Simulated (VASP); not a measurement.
Set up this calculation in VASP 6.6.1, as the native input.

```yaml
Task: relaxation of the atoms
Functional: PBE
Dispersion: D3(BJ)
Potentials_or_basis: VASP PAW PBE potentials, release 64 (Si, Ge_d)
Cutoff: 520 eV
k_mesh: 2 × 2 × 2
Occupations: gaussian, width 0.02 eV
Spin: no spin polarisation
Dipole_correction: no
Further_INCAR_settings: LREAL = Auto; ALGO = Normal; EDIFF = 1e-07; IBRION = 2; EDIFFG = -0.03; NSW = 80
```

The structure of Si16Ge (a cell with a defect) lies in POSCAR:

```
Si16Ge
1.0
    0.0000000000      5.4300000000      5.4300000000
    5.4300000000      0.0000000000      5.4300000000
    5.4300000000      5.4300000000      0.0000000000
Si Ge
16 1
Direct
    0.0000000000      0.0000000000      0.0000000000
    0.1250000000      0.1250000000      0.1250000000
    0.0000000000      0.0000000000      0.5000000000
    0.1250000000      0.1250000000      0.6250000000
    0.0000000000      0.5000000000      0.0000000000
    0.1250000000      0.6250000000      0.1250000000
    0.0000000000      0.5000000000      0.5000000000
    0.1250000000      0.6250000000      0.6250000000
    0.5000000000      0.0000000000      0.0000000000
    0.6250000000      0.1250000000      0.1250000000
    0.5000000000      0.0000000000      0.5000000000
    0.6250000000      0.1250000000      0.6250000000
    0.5000000000      0.5000000000      0.0000000000
    0.6250000000      0.6250000000      0.1250000000
    0.5000000000      0.5000000000      0.5000000000
    0.6250000000      0.6250000000      0.6250000000
    0.3778883700      0.8791347100      0.3613525100
```

These files were run (other wordings do the same):

INCAR

```
  ALGO = Normal
  EDIFF = 1E-7
  EDIFFG = -0.03
  ENCUT = 520
  GGA = PE
  IBRION = 2
  ISIF = 2
  ISMEAR = 0
  IVDW = 12
  LASPH = T
  LCHARG = F
  LREAL = Auto
  LWAVE = F
  NELM = 80
  NSW = 80
  PREC = Accurate
  SIGMA = 0.02
```

KPOINTS

```
k-points
0
Gamma
  2 2 2
```

Potentials or basis: VASP PAW PBE potentials, release 64 (Si, Ge_d).

Run with:

```console
$ cat potpaw_PBE.64/Si/POTCAR potpaw_PBE.64/Ge_d/POTCAR > POTCAR
$ mpirun -np 1 vasp_std > vasp.out
```

It gave:

* Energy gained by relaxing: 22.1 meV/atom
* Ionic steps: 10
* Pressure after relaxing: 3.7 GPa
* Largest force after relaxing: 0.018 eV/Å
* Band gap on the k mesh: zero (bands 39 and 40 overlap by 0.32 eV)
* Dispersion energy per atom: -0.333 eV

Caveat: the k points lie up to 0.50 Å⁻¹ apart.

It took 41 min on 1 thread of Oxide Virtual Turin-like Processor, with other jobs on the host, peak memory 0.54 GiB.
